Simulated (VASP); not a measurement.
# Si4GePt (P-6m2) in VASP: further runs

Si4GePt is run at these levels: PBE; tasks: single point.

Everything below comes from runs of VASP 6.6.1. Logs are shortened: lines on timing, memory, paths and dates and some standing lists are left out, and cuts for length are marked.

### 1 The cell of the first run

Symmetry: P-6m2, No. 187, hexagonal system. Conventional cell: a = 2.953 Å, b = 2.953 Å, c = 11.782 Å, α = 90.00°, β = 90.00°, γ = 120.00°. Within 3.0 Å of Si (site symmetry 3m) lie 3 Ge at 2.26 Å and 7 Si at 2.95 to 2.97 Å. Si (site symmetry 3m) has 3 Pt at 2.23 Å and 7 Si at 2.87 to 2.95 Å within 3.0 Å. Ge (site symmetry -6m2) has 6 Si at 2.26 Å and 6 Ge at 2.95 Å within 3.0 Å. Pt (site symmetry -6m2) has 6 Si at 2.23 Å and 6 Pt at 2.95 Å within 3.0 Å.

The cell was built from a structure type or drawn by symmetry, and may not be a known phase.

### 2 Single point, PBE

Contents of INCAR:

```
SYSTEM = Si4GePt
PREC = Accurate
ENCUT = 520
EDIFF = 1E-6
ISMEAR = 0
SIGMA = 0.1
LREAL = .False.
LASPH = .True.
NELM = 80
ALGO = Normal
ISIF = 2
LWAVE = .False.
LCHARG = .True.
GGA = PE
LELF = .True.
LVHAR = .True.
NBANDS = 29
```

Contents of KPOINTS:

```
regular mesh
0
Gamma
  6 6 2
  0 0 0
```

Contents of POSCAR:

```
Si4GePt
1.0
    2.9530040700      0.0000000000      0.0000000000
   -1.4765020400      2.5573765400      0.0000000000
    0.0000000000      0.0000000000     11.7819964300
Si Ge Pt
4 1 1
Direct
    0.3333333300      0.6666666700      0.6259580300
    0.0000000000      0.0000000000      0.8781179800
    0.0000000000      0.0000000000      0.1218820200
    0.3333333300      0.6666666700      0.3740419700
    0.6666666700      0.3333333300      0.5000000000
    0.6666666700      0.3333333300      0.0000000000
```

Potentials or basis: VASP PAW PBE potentials, release 64 (Si, Ge_d, Pt).

Command:

```bash
$ cat potpaw_PBE.64/Si/POTCAR potpaw_PBE.64/Ge_d/POTCAR potpaw_PBE.64/Pt/POTCAR > POTCAR
$ mpirun -np 1 vasp_std > vasp.out
```

OUTCAR:

```text
SYSTEM = Si4GePt
   PREC = Accurate
   ENCUT = 520
   EDIFF = 1E-6
   ISMEAR = 0
   LREAL = .False.
   LASPH = .True.
   NELM = 80
   ISIF = 2
   GGA = PE

 ion  position               nearest neighbor table
   1  0.333  0.667  0.626-   5 2.26   5 2.26   5 2.26   4 2.97
   2  0.000  0.000  0.878-   6 2.23   6 2.23   6 2.23   3 2.87
   3  0.000  0.000  0.122-   6 2.23   6 2.23   6 2.23   2 2.87
   4  0.333  0.667  0.374-   5 2.26   5 2.26   5 2.26   1 2.97
   5  0.667  0.333  0.500-   1 2.26   4 2.26   1 2.26   4 2.26   1 2.26   4 2.26
   6  0.667  0.333  0.000-   2 2.23   3 2.23   2 2.23   3 2.23   2 2.23   3 2.23

  LATTYP: Found a hexagonal cell.
 ALAT       =     2.9530040700
 C/A-ratio  =     3.9898341319

  Lattice vectors:

 A1 = (   2.9530040700,   0.0000000000,   0.0000000000)
 A2 = (  -1.4765020400,   2.5573765400,   0.0000000000)
 A3 = (   0.0000000000,   0.0000000000,  11.7819964300)

Analysis of symmetry for initial positions (statically):
=====================================================================
 Subroutine PRICEL returns:
 Original cell was already a primitive cell.

 Routine SETGRP: Setting up the symmetry group for a
 hexagonal supercell.

 Subroutine GETGRP returns: Found 12 space group operations
 (whereof 12 operations were pure point group operations)
 out of a pool of 24 trial point group operations.

The static configuration has the point symmetry D_3h.

Analysis of symmetry for dynamics (positions and initial velocities):
=====================================================================
 Subroutine PRICEL returns:
 Original cell was already a primitive cell.

 Routine SETGRP: Setting up the symmetry group for a
 hexagonal supercell.

 Subroutine GETGRP returns: Found 12 space group operations
 (whereof 12 operations were pure point group operations)
 out of a pool of 24 trial point group operations.

The dynamic configuration has the point symmetry D_3h.

 Subroutine INISYM returns: Found 12 space group operations
 (whereof 12 operations are pure point group operations),
 and found     1 'primitive' translations

----------------------------------------------------------------------------------------

                                     Primitive cell

  volume of cell :      88.9770

  direct lattice vectors                    reciprocal lattice vectors
     2.953004070  0.000000000  0.000000000     0.338638206  0.195512860  0.000000000
    -1.476502040  2.557376540  0.000000000     0.000000000  0.391025719  0.000000000
     0.000000000  0.000000000 11.781996430     0.000000000  0.000000000  0.084875259

  length of vectors
     2.953004070  2.953004071 11.781996430     0.391025719  0.391025719  0.084875259

  position of ions in fractional coordinates (direct lattice)
     0.333333330  0.666666670  0.625958030
     0.000000000  0.000000000  0.878117980
     0.000000000  0.000000000  0.121882020
     0.333333330  0.666666670  0.374041970
     0.666666670  0.333333330  0.500000000
     0.666666670  0.333333330  0.000000000

  ion indices of the primitive-cell ions
   primitive index   ion index
                 1           1
                 2           2
                 3           3
                 4           4
                 5           5
                 6           6

----------------------------------------------------------------------------------------

 KPOINTS: regular mesh

Automatic generation of k-mesh.
 Grid dimensions read from file:
 generate k-points for:    6    6    2

 Generating k-lattice:

  Cartesian coordinates                     Fractional coordinates (reciprocal lattice)
     0.056439701  0.032585477  0.000000000     0.166666667 -0.000000000  0.000000000
     0.000000000  0.065170953  0.000000000     0.000000000  0.166666667  0.000000000
     0.000000000  0.000000000  0.042437630     0.000000000  0.000000000  0.500000000

  Length of vectors
     0.065170953  0.065170953  0.042437630

  Shift w.r.t. Gamma in fractional coordinates (k-lattice)
     0.000000000  0.000000000  0.000000000

 Subroutine IBZKPT returns following result:
 ===========================================

 Found     14 irreducible k-points:

 Following reciprocal coordinates:
            Coordinates               Weight
  0.000000  0.000000  0.000000      1.000000
  0.166667  0.000000  0.000000      6.000000
  0.333333 -0.000000  0.000000      6.000000
  0.500000 -0.000000  0.000000      3.000000
  0.166667  0.166667  0.000000      6.000000
  0.333333  0.166667  0.000000     12.000000
  0.333333  0.333333  0.000000      2.000000
  0.000000  0.000000  0.500000      1.000000
  0.166667  0.000000  0.500000      6.000000
  0.333333 -0.000000  0.500000      6.000000
  0.500000 -0.000000  0.500000      3.000000
  0.166667  0.166667  0.500000      6.000000
  0.333333  0.166667  0.500000     12.000000
  0.333333  0.333333  0.500000      2.000000
   k-points           NKPTS =     14   k-points in BZ     NKDIM =     14   number of bands    NBANDS=     29
   number of dos      NEDOS =    301   number of ions     NIONS =      6
   total plane-waves  NPLWV =  51840
   dimension x,y,z NGX =    24 NGY =   24 NGZ =   90
   dimension x,y,z NGXF=    48 NGYF=   48 NGZF=  180
   ions per type =               4   1   1
   NGX,Y,Z   is equivalent  to a cutoff of  13.51, 13.51, 12.70 a.u.
   NGXF,Y,Z  is equivalent  to a cutoff of  27.02, 27.02, 25.40 a.u.
 SYSTEM =  Si4GePt
   PREC   = accura    normal or accurate (medium, high low for compatibility)
   ISTART =      0    job   : 0-new  1-cont  2-samecut
   ICHARG =      2    charge: 1-file 2-atom 10-const
   ISPIN  =      1    spin polarized calculation?
   LNONCOLLINEAR =      F non collinear calculations
   LSORBIT =      F    spin-orbit coupling
   LASPH  =      T    aspherical Exc in radial PAW
   ENCUT  =  520.0 eV  38.22 Ry    6.18 a.u.   5.49  5.49 21.91*2*pi/ulx,y,z
   NELM   =     80;   NELMIN=  2; NELMDL= -5     # of ELM steps
   EDIFF  = 0.1E-05   stopping-criterion for ELM
   LREAL  =      F    real-space projection
   EDIFFG = 0.1E-04   stopping-criterion for IOM
   NSW    =      0    number of steps for IOM
   IBRION =     -1    ionic relax: 0-MD 1-quasi-New 2-CG
   NFREE  =      0    steps in history (QN), initial steepest desc. (CG)
   ISIF   =      2    stress and relaxation
   ISYM   =      2    0-nonsym 1-usesym 2-fastsym
   POTIM  = 0.5000    time-step for ionic-motion
   TEBEG  =    0.0;   TEEND  =   0.0 temperature during run
   PSTRESS=    0.0 pullay stress
   NELECT =      40.0000    total number of electrons
   NUPDOWN=      -1.0000    fix difference up-down
   EMIN   =  10.00;   EMAX   =-10.00  energy-range for DOS
   EFERMI =   0.00;   METHOD = LEGACY
   ISMEAR =     0;   SIGMA  =   0.10  broadening in eV -4-tet -1-fermi 0-gaus
   EFERMI_NEDOS =   21; number of points for ismear=-14 and -15
   IALGO  =     38    algorithm
   IMIX   =      4    mixing-type and parameters
     AMIX     =   0.40;   BMIX     =  1.00
     AMIX_MAG =   1.60;   BMIX_MAG =  1.00
  volume/ion in A,a.u.               =      14.83       100.07
  Fermi-wavevector in a.u.,A,eV,Ry     =   1.254110  2.369924 21.399132  1.572792
  Thomas-Fermi vector in A             =   2.387931
   LORBIT       =      0    0 simple, 1 ext, 2 COOP (PROOUT), +10 PAW based schemes
   GGA     = PE    functional components
   LHFCALC =     F    Hartree Fock is set to
   AEXX    =    0.0000 exact exchange contribution
   IVDW    =     0    specifies the selected vdW correction
   LEPSILON=     F    determine dielectric tensor
   LRPA    =     F    only Hartree local field effects (RPA)
 non-spin polarized calculation
 Gauss-broadening in eV      SIGMA  =   0.10
  energy-cutoff  :      520.00
  volume of cell :       88.98
 maximum number of plane-waves:      2432
 NGX is ok and might be reduce to    24
   NGX = 11   NGY = 11   NGZ = 43

 number of electron      40.0000003 magnetization

 Free energy of the ion-electron system (eV)
  ---------------------------------------------------
  ext. energy  EPLUGINS =         0.00000000
  ---------------------------------------------------
  free energy    TOTEN  =       -24.37836077 eV

  energy without entropy =      -24.36087961  energy(sigma->0) =      -24.36962019

 E-fermi :  10.1212     XC(G=0): -11.4608

 val. band max:       10.0982704581   @ k =   0.3333   0.1667   0.5000
 cond. band min:      10.3395594203   @ k =   0.1667   0.1667   0.5000
 fundamental gap:      0.2412889622
 Fermi energy:        10.1211884884

 k-point     1 :       0.0000    0.0000    0.0000
  band No.  band energies     occupation
      1     -14.6646      2.00000
      2     -14.6438      2.00000
      3     -14.6438      2.00000
      4     -14.6302      2.00000
      5     -14.6302      2.00000
      6      -6.0105      2.00000
[... 21 lines left out ...]
     28      17.3306      0.00000
     29      17.3377      0.00000

 k-point     2 :       0.1667    0.0000    0.0000
  band No.  band energies     occupation
      1     -14.6638      2.00000
      2     -14.6541      2.00000
      3     -14.6353      2.00000
      4     -14.6350      2.00000
      5     -14.6132      2.00000
      6      -5.3881      2.00000
[... 21 lines left out ...]
     28      17.0222      0.00000
     29      17.9772      0.00000

 k-point     3 :       0.3333   -0.0000    0.0000
  band No.  band energies     occupation
      1     -14.7005      2.00000
      2     -14.6888      2.00000
      3     -14.6454      2.00000
      4     -14.5934      2.00000
      5     -14.5513      2.00000
      6      -3.5295      2.00000
[... 318 lines left out ...]
      5     -14.5418      2.00000
      6      -1.7229      2.00000
[... 21 lines left out ...]
     28      15.6069      0.00000
     29      15.8230      0.00000

 k-point    14 :       0.3333    0.3333    0.5000
  band No.  band energies     occupation
      1     -14.6993      2.00000
      2     -14.6877      2.00000
      3     -14.6139      2.00000
      4     -14.5864      2.00000
      5     -14.5780      2.00000
      6      -0.0887      2.00000
[... 21 lines left out ...]
     28      13.7665      0.00000
     29      16.0600      0.00000

------------------------ aborting loop because EDIFF is reached ----------------------------------------

  FORCE on cell =-STRESS in cart. coord.  units (eV):
  Direction    XX          YY          ZZ          XY          YZ          ZX
  --------------------------------------------------------------------------------------
  -------------------------------------------------------------------------------------
  Total       34.7240067     34.7240067     25.0313404     -0.0000001      0.0000000      0.0000000
  in kB      625.2631081    625.2631071    450.7306379     -0.0000012      0.0000000      0.0000000
  external PRESSURE =     567.0856177 kB  Pullay stress =       0.0000000 kB

 VOLUME and BASIS-vectors are now :
 -----------------------------------------------------------------------------
  energy-cutoff  :      520.00
  volume of cell :       88.98
      direct lattice vectors                 reciprocal lattice vectors
     2.953004070  0.000000000  0.000000000     0.338638206  0.195512860  0.000000000
    -1.476502040  2.557376540  0.000000000     0.000000000  0.391025719  0.000000000
     0.000000000  0.000000000 11.781996430     0.000000000  0.000000000  0.084875259

 POSITION                                       TOTAL-FORCE (eV/Angst)
 -----------------------------------------------------------------------------------
     -0.00000      1.70492      7.37504         0.000000     -0.000000      4.480525
      0.00000      0.00000     10.34598         0.000000      0.000000     -7.333658
      0.00000      0.00000      1.43601         0.000000      0.000000      7.333658
     -0.00000      1.70492      4.40696         0.000000     -0.000000     -4.480525
      1.47650      0.85246      5.89100        -0.000000      0.000000      0.000000
      1.47650      0.85246      0.00000        -0.000000      0.000000      0.000000
 -----------------------------------------------------------------------------------
    total drift:                               -0.000011      0.000006      0.000000

  FREE ENERGIE OF THE ION-ELECTRON SYSTEM (eV)
  ---------------------------------------------------
  free  energy   TOTEN  =       -24.3783607662 eV

  energy  without entropy=      -24.3608796120  energy(sigma->0) =      -24.36962019
```

It took 25 s on 1 thread of Intel Xeon 6975P-C (Granite Rapids), shared host; peak memory 0.23 GiB.

What came out:

* Free energy: -24.3784 eV
* Pressure: 56.7 GPa
* Largest force: 7.334 eV/Å
* Band gap on the k mesh: zero (bands 20 and 21 overlap by 4.69 eV)

Forces in eV/Å, atoms in the order of the input:
```
Si   0.000  0.000  4.481
Si   0.000  0.000 -7.334
Si   0.000  0.000  7.334
Si   0.000  0.000 -4.481
Ge   0.000  0.000  0.000
Pt   0.000  0.000  0.000
```

Stress tensor (GPa, compression positive):
```
62.53  0.00  0.00
 0.00 62.53  0.00
 0.00  0.00 45.07
```

Levels at points of the mesh, in eV from the Fermi level:
```tsv
k point	band 16	band 17	band 18	band 19	band 20	band 21	band 22	band 23	band 24	band 25
(0.00, 0.00, 0.00)	-3.33	-1.84	1.65	3.28	3.28	5.80	6.63	6.63	6.72	6.72
(0.50, 0.00, 0.00)	-3.69	-2.48	-2.04	-1.44	-0.83	-0.79	1.01	1.78	1.89	3.25
(0.00, 0.00, 0.50)	-4.07	-0.28	0.33	3.28	3.28	6.59	6.59	6.68	6.83	6.83
(0.50, 0.00, 0.50)	-3.69	-2.79	-1.94	-0.79	-0.76	-0.76	0.65	1.02	1.77	3.27
```

Caveat: the k points lie up to 0.41 Å⁻¹ apart, too coarse for converged energies and pressures of a metal; spin-orbit coupling is left out, which moves the levels of the heavy elements; forces of over 1 eV/Å act on the atoms, so gaps and moduli don't describe the material at rest.

(Part 1 of 2 ends here.)
